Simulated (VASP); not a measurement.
# Ge4MoW (P4/mmm) in VASP: relaxation of shape and atoms at fixed volume with PBE

Aim: the relaxation of shape and atoms at fixed volume of Ge4MoW with PBE.

All numbers are computed with VASP 6.6.1; they aren't measurements. Logs are shortened: lines on timing, memory, paths and dates and some standing lists are left out, and cuts for length are marked.

### 1 The cell of the first run

It takes space group P4/mmm (No. 123, tetragonal). The conventional cell has a = 3.236 Å, b = 3.236 Å, c = 8.033 Å, α = 90.00°, β = 90.00°, γ = 90.00°. Ge (site symmetry 4mm) has 9 Ge at 2.64 to 3.24 Å and 4 W at 2.64 Å and 1 Mo at 2.70 Å within 3.5 Å. Within 3.4 Å of Ge (site symmetry 4mm) lie 9 Ge at 2.61 to 3.24 Å and 4 Mo at 2.63 Å and 1 W at 2.71 Å. Mo (site symmetry 4/mmm) has 10 Ge at 2.63 to 2.70 Å and 4 Mo at 3.24 Å within 3.5 Å. Within 3.5 Å of W (site symmetry 4/mmm) lie 10 Ge at 2.64 to 2.71 Å and 4 W at 3.24 Å.

### 2 Relaxation of shape and atoms at fixed volume, PBE (14.02 Å³/atom)

Contents of INCAR:

```
PREC = Accurate
ENCUT = 600
EDIFF = 1E-6
ISMEAR = 0
SIGMA = 0.1
LREAL = F
LASPH = T
NELM = 60
ALGO = Fast
ISIF = 4
LWAVE = F
LCHARG = F
GGA = PE
IBRION = 2
NSW = 50
EDIFFG = -0.01
```

Contents of KPOINTS:

```
Automatic mesh
0
Gamma
  12 12 6
```

Contents of POSCAR:

```
Ge4MoW
1.0
    3.2361238126      0.0000000000      0.0000000000
    0.0000000000      3.2361238126      0.0000000000
    0.0000000000      0.0000000000      8.0330229878
Ge Mo W
4 1 1
Direct
    0.0000000000      0.0000000000      0.6640714299
    0.5000000000      0.5000000000      0.1624713592
    0.0000000000      0.0000000000      0.3359285701
    0.5000000000      0.5000000000      0.8375286408
    0.0000000000      0.0000000000      0.0000000000
    0.5000000000      0.5000000000      0.5000000000
```

Potentials or basis: VASP PAW PBE potentials, release 64 (Ge_d, Mo_sv, W_sv).

Started as:

```bash
$ cat potpaw_PBE.64/Ge_d/POTCAR potpaw_PBE.64/Mo_sv/POTCAR potpaw_PBE.64/W_sv/POTCAR > POTCAR
$ mpirun -np 1 vasp_std > vasp.out
```

OUTCAR:

```text
PREC = Accurate
   ENCUT = 600
   EDIFF = 1E-6
   ISMEAR = 0
   LREAL = F
   LASPH = T
   NELM = 60
   ISIF = 4
   GGA = PE
   IBRION = 2
   NSW = 50
   EDIFFG = -0.01

 ion  position               nearest neighbor table
   1  0.000  0.000  0.664-   3 2.64   6 2.64   6 2.64   6 2.64   6 2.64   4 2.68   4 2.68   4 2.68
                             4 2.68   5 2.70
   2  0.500  0.500  0.162-   4 2.61   5 2.63   5 2.63   5 2.63   5 2.63   3 2.68   3 2.68   3 2.68
                             3 2.68   6 2.71
   3  0.000  0.000  0.336-   1 2.64   6 2.64   6 2.64   6 2.64   6 2.64   2 2.68   2 2.68   2 2.68
                             2 2.68   5 2.70
   4  0.500  0.500  0.838-   2 2.61   5 2.63   5 2.63   5 2.63   5 2.63   1 2.68   1 2.68   1 2.68
                             1 2.68   6 2.71
   5  0.000  0.000  0.000-   2 2.63   4 2.63   2 2.63   4 2.63   2 2.63   4 2.63   2 2.63   4 2.63
                             3 2.70   1 2.70
   6  0.500  0.500  0.500-   1 2.64   3 2.64   1 2.64   3 2.64   1 2.64   3 2.64   1 2.64   3 2.64
                             2 2.71   4 2.71

  LATTYP: Found a simple tetragonal cell.
 ALAT       =     3.2361238126
 C/A-ratio  =     2.4822977899

  Lattice vectors:

 A1 = (   3.2361238126,   0.0000000000,   0.0000000000)
 A2 = (   0.0000000000,   3.2361238126,   0.0000000000)
 A3 = (   0.0000000000,   0.0000000000,   8.0330229878)

Analysis of symmetry for initial positions (statically):
=====================================================================
 Subroutine PRICEL returns:
 Original cell was already a primitive cell.

 Routine SETGRP: Setting up the symmetry group for a
 simple tetragonal supercell.

 Subroutine GETGRP returns: Found 16 space group operations
 (whereof 16 operations were pure point group operations)
 out of a pool of 16 trial point group operations.

The static configuration has the point symmetry D_4h.

Analysis of symmetry for dynamics (positions and initial velocities):
=====================================================================
 Subroutine PRICEL returns:
 Original cell was already a primitive cell.

 Routine SETGRP: Setting up the symmetry group for a
 simple tetragonal supercell.

 Subroutine GETGRP returns: Found 16 space group operations
 (whereof 16 operations were pure point group operations)
 out of a pool of 16 trial point group operations.

The dynamic configuration has the point symmetry D_4h.

 Subroutine INISYM returns: Found 16 space group operations
 (whereof 16 operations are pure point group operations),
 and found     1 'primitive' translations

----------------------------------------------------------------------------------------

                                     Primitive cell

  volume of cell :      84.1258

  direct lattice vectors                    reciprocal lattice vectors
     3.236123813  0.000000000  0.000000000     0.309011663  0.000000000  0.000000000
     0.000000000  3.236123813  0.000000000     0.000000000  0.309011663  0.000000000
     0.000000000  0.000000000  8.033022988     0.000000000  0.000000000  0.124486137

  length of vectors
     3.236123813  3.236123813  8.033022988     0.309011663  0.309011663  0.124486137

  position of ions in fractional coordinates (direct lattice)
     0.000000000  0.000000000  0.664071430
     0.500000000  0.500000000  0.162471359
     0.000000000  0.000000000  0.335928570
     0.500000000  0.500000000  0.837528641
     0.000000000  0.000000000  0.000000000
     0.500000000  0.500000000  0.500000000

  ion indices of the primitive-cell ions
   primitive index   ion index
                 1           1
                 2           2
                 3           3
                 4           4
                 5           5
                 6           6

----------------------------------------------------------------------------------------

 KPOINTS: Automatic mesh

Automatic generation of k-mesh.
 Grid dimensions read from file:
 generate k-points for:   12   12    6

 Generating k-lattice:

  Cartesian coordinates                     Fractional coordinates (reciprocal lattice)
     0.025750972  0.000000000  0.000000000     0.083333333  0.000000000  0.000000000
     0.000000000  0.025750972  0.000000000     0.000000000  0.083333333  0.000000000
     0.000000000  0.000000000  0.020747689     0.000000000  0.000000000  0.166666667

  Length of vectors
     0.025750972  0.025750972  0.020747689

  Shift w.r.t. Gamma in fractional coordinates (k-lattice)
     0.000000000  0.000000000  0.000000000

 Subroutine IBZKPT returns following result:
 ===========================================

 Found    112 irreducible k-points:

 Following reciprocal coordinates:
            Coordinates               Weight
  0.000000  0.000000  0.000000      1.000000
  0.083333  0.000000  0.000000      4.000000
  0.166667  0.000000  0.000000      4.000000
  0.250000  0.000000  0.000000      4.000000
  0.333333  0.000000  0.000000      4.000000
  0.416667  0.000000  0.000000      4.000000
[... 16 lines left out ...]
  0.333333  0.333333  0.000000      4.000000
  0.416667  0.333333  0.000000      8.000000
 [... further k-points ...]
   k-points           NKPTS =    112   k-points in BZ     NKDIM =    112   number of bands    NBANDS=     50
   number of dos      NEDOS =    301   number of ions     NIONS =      6
   total plane-waves  NPLWV =  50176
   dimension x,y,z NGX =    28 NGY =   28 NGZ =   64
   dimension x,y,z NGXF=    56 NGYF=   56 NGZF=  128
   ions per type =               4   1   1
   NGX,Y,Z   is equivalent  to a cutoff of  14.38, 14.38, 13.25 a.u.
   NGXF,Y,Z  is equivalent  to a cutoff of  28.77, 28.77, 26.49 a.u.
 SYSTEM =  unknown system
   PREC   = accura    normal or accurate (medium, high low for compatibility)
   ISTART =      0    job   : 0-new  1-cont  2-samecut
   ICHARG =      2    charge: 1-file 2-atom 10-const
   ISPIN  =      1    spin polarized calculation?
   LNONCOLLINEAR =      F non collinear calculations
   LSORBIT =      F    spin-orbit coupling
   LASPH  =      T    aspherical Exc in radial PAW
   ENCUT  =  600.0 eV  44.10 Ry    6.64 a.u.   6.46  6.46 16.04*2*pi/ulx,y,z
   NELM   =     60;   NELMIN=  2; NELMDL= -5     # of ELM steps
   EDIFF  = 0.1E-05   stopping-criterion for ELM
   LREAL  =      F    real-space projection
   EDIFFG = -.1E-01   stopping-criterion for IOM
   NSW    =     50    number of steps for IOM
   IBRION =      2    ionic relax: 0-MD 1-quasi-New 2-CG
   NFREE  =      1    steps in history (QN), initial steepest desc. (CG)
   ISIF   =      4    stress and relaxation
   ISYM   =      2    0-nonsym 1-usesym 2-fastsym
   POTIM  = 0.5000    time-step for ionic-motion
   TEBEG  =    0.0;   TEEND  =   0.0 temperature during run
   PSTRESS=    0.0 pullay stress
   NELECT =      84.0000    total number of electrons
   NUPDOWN=      -1.0000    fix difference up-down
   EMIN   =  10.00;   EMAX   =-10.00  energy-range for DOS
   EFERMI =   0.00;   METHOD = LEGACY
   ISMEAR =     0;   SIGMA  =   0.10  broadening in eV -4-tet -1-fermi 0-gaus
   EFERMI_NEDOS =   21; number of points for ismear=-14 and -15
   IALGO  =     68    algorithm
   IMIX   =      4    mixing-type and parameters
     AMIX     =   0.40;   BMIX     =  1.00
     AMIX_MAG =   1.60;   BMIX_MAG =  1.00
  volume/ion in A,a.u.               =      14.02        94.62
  Fermi-wavevector in a.u.,A,eV,Ry     =   1.636282  3.092125 36.428497  2.677419
  Thomas-Fermi vector in A             =   2.727614
   LORBIT       =      0    0 simple, 1 ext, 2 COOP (PROOUT), +10 PAW based schemes
   GGA     = PE    functional components
   LHFCALC =     F    Hartree Fock is set to
   AEXX    =    0.0000 exact exchange contribution
   IVDW    =     0    specifies the selected vdW correction
   LEPSILON=     F    determine dielectric tensor
   LRPA    =     F    only Hartree local field effects (RPA)
 conjugate gradient relaxation of ions
 non-spin polarized calculation
 RMM-DIIS sequential band-by-band and
 Gauss-broadening in eV      SIGMA  =   0.10
  energy-cutoff  :      600.00
  volume of cell :       84.13
 maximum number of plane-waves:      2860
 NGX is ok and might be reduce to    28
   NGX = 13   NGY = 13   NGZ = 33

--------------------------------------- Ionic step        1  -------------------------------------------

 number of electron      84.0000029 magnetization

 Free energy of the ion-electron system (eV)
  ---------------------------------------------------
  ext. energy  EPLUGINS =         0.00000000
  ---------------------------------------------------
  free energy    TOTEN  =       -41.65825427 eV

  energy without entropy =      -41.65297831  energy(sigma->0) =      -41.65561629

------------------------ aborting loop because EDIFF is reached ----------------------------------------

  FORCE on cell =-STRESS in cart. coord.  units (eV):
  Direction    XX          YY          ZZ          XY          YZ          ZX
  --------------------------------------------------------------------------------------
  -------------------------------------------------------------------------------------
  Total       10.5404483     10.5404483     10.7950232      0.0000000      0.0000000      0.0000000
  in kB      200.7429946    200.7429946    205.5913766      0.0000000      0.0000000      0.0000000
  external PRESSURE =     202.3591219 kB  Pullay stress =       0.0000000 kB
[... 105 lines left out ...]
  energy  without entropy=      -41.6537453986  energy(sigma->0) =      -41.65649794

--------------------------------------- Ionic step        4  -------------------------------------------

 number of electron      84.0000027 magnetization

 Free energy of the ion-electron system (eV)
  ---------------------------------------------------
  ext. energy  EPLUGINS =         0.00000000
  ---------------------------------------------------
  free energy    TOTEN  =       -41.65925037 eV

  energy without entropy =      -41.65374108  energy(sigma->0) =      -41.65649573

 E-fermi :  11.4517     XC(G=0): -13.3209

 val. band max:       11.4339494429   @ k =   0.5000   0.2500   0.5000
 cond. band min:      11.4575444538   @ k =   0.5000   0.0000   0.5000
 fundamental gap:      0.0235950109
 Fermi energy:        11.4517212486

 k-point     1 :       0.0000    0.0000    0.0000
  band No.  band energies     occupation
      1     -62.4732      2.00000
      2     -49.3786      2.00000
      3     -26.7693      2.00000
      4     -26.7110      2.00000
      5     -26.7110      2.00000
      6     -23.5658      2.00000
[... 1261 lines left out ...]
     49      15.5664      0.00000
     50      15.7896      0.00000

 [... further k-points ...]

------------------------ aborting loop because EDIFF is reached ----------------------------------------

  FORCE on cell =-STRESS in cart. coord.  units (eV):
  Direction    XX          YY          ZZ          XY          YZ          ZX
  --------------------------------------------------------------------------------------
  -------------------------------------------------------------------------------------
  Total       10.5873589     10.5873589     10.5108803      0.0000000     -0.0000000      0.0000000
  in kB      201.6364060    201.6364060    200.1798715      0.0000000     -0.0000000      0.0000000
  external PRESSURE =     201.1508945 kB  Pullay stress =       0.0000000 kB
[... 21 lines left out ...]
  FREE ENERGIE OF THE ION-ELECTRON SYSTEM (eV)
  ---------------------------------------------------
  free  energy   TOTEN  =       -41.6592503703 eV

  energy  without entropy=      -41.6537410808  energy(sigma->0) =      -41.65649573

 reached required accuracy - stopping structural energy minimisation
```

Run time: 36 min. Hardware: 1 thread of Oxide Virtual Turin-like, shared host; peak memory 0.57 GiB.

Results:

* Free energy: -41.6593 eV
* Energy gained by relaxing: 0.2 meV/atom
* Ionic steps: 4
* Pressure after relaxing: 20.1 GPa
* Largest force after relaxing: 0.007 eV/Å
* Band gap on the k mesh: zero (bands 42 and 43 overlap by 1.17 eV)

Forces in eV/Å, atoms in the order of the input:
```
Ge   0.000  0.000  0.007
Ge   0.000  0.000  0.001
Ge   0.000  0.000 -0.007
Ge   0.000  0.000 -0.001
Mo   0.000  0.000  0.000
W    0.000  0.000  0.000
```

Step by step:
| step | energy change (eV) | largest force (eV/Å) | pressure (GPa) | volume (Å³) |
| --- | --- | --- | --- | --- |
| 1 | 0.0000 | 0.1211 | 20.24 | 84.13 |
| 2 | -0.0009 | 0.0215 | 20.08 | 84.13 |
| 3 | -0.0010 | 0.0120 | 20.13 | 84.13 |
| 4 | -0.0010 | 0.0066 | 20.12 | 84.13 |

Final structure:
```
Ge Mo W
1.0
     3.23436    0.00000    0.00000
     0.00000    3.23436    0.00000
     0.00000    0.00000    8.04180
Ge Mo W
4 1 1
Direct
  0.00000 0.00000 0.66465
  0.50000 0.50000 0.16290
  0.00000 0.00000 0.33535
  0.50000 0.50000 0.83710
  0.00000 0.00000 0.00000
  0.50000 0.50000 0.50000
```

Levels at points of the mesh, in eV from the Fermi level:
```
           k point  band 39  band 40  band 41  band 42  band 43  band 44  band 45  band 46
(0.00, 0.00, 0.00)    -0.61    -0.61    -0.57    -0.57     0.42     0.86     2.86     3.36
(0.50, 0.00, 0.00)    -2.48    -2.47    -0.43    -0.19     1.80     2.41     2.73     3.07
(0.50, 0.50, 0.00)    -3.12    -3.12    -1.27    -1.27     2.05     2.36     2.77     2.82
(0.00, 0.00, 0.50)    -2.14    -2.14     0.42     0.78     0.86     1.00     1.61     1.61
(0.50, 0.00, 0.50)    -2.52    -2.51    -0.24     0.01     2.00     2.56     3.14     3.49
(0.50, 0.50, 0.50)    -2.24    -2.24    -2.08    -2.08    -0.31    -0.28     2.05     2.82
```

Caveat: spin-orbit coupling is left out, which moves the levels of the heavy elements.

The gap in the log of VASP goes by the Fermi energy; the results here count the filled bands.